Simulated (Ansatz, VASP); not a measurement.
## One calculation of Hf3S5, two programs

```
Hf S
1.0
     6.44067    0.00000    0.00000
    -3.22033    5.57778    0.00000
     0.00000    0.00000    4.80169
Hf S
3 5
Direct
  0.50000 0.00000 0.50000
  0.00000 0.50000 0.50000
  0.50000 0.50000 0.50000
  0.50000 0.00000 0.00000
  0.00000 0.50000 0.00000
  0.50000 0.50000 0.00000
  0.00000 0.00000 0.00000
  0.00000 0.00000 0.50000
```

Alike in both runs: functional PBE; k mesh 3 × 3 × 3; occupations gaussian, width 0.2 eV; no spin polarisation.

Ansatz relaxed the structure, and its values are those at the end. VASP's run is a single point on that final structure, the one shown.

|  | VASP | Ansatz |
| --- | --- | --- |
| version | VASP 6.6.1 | Ansatz 0.2.0 |
| potentials or method | VASP PAW PBE potentials, release 64 (Hf_pv, S), cutoff 520 eV | scalar-relativistic, plane waves, PAW |
| valence electrons in the cell | 60 | 108 |

```tsv
	VASP	Ansatz	Ansatz less VASP
gap on the k mesh at the Fermi level (eV)	none	none	-
pressure (GPa)	-0.4	-0.1	+0.32
```

A gap of «none» marks a metal or a gap that the smearing closes. VASP's potentials hold 60 valence electrons a cell and Ansatz's 108, so a difference there can come from the potentials and not from the codes.

The k mesh is coarse, so the values compare programs but aren't converged. Neither program's run includes spin-orbit coupling.
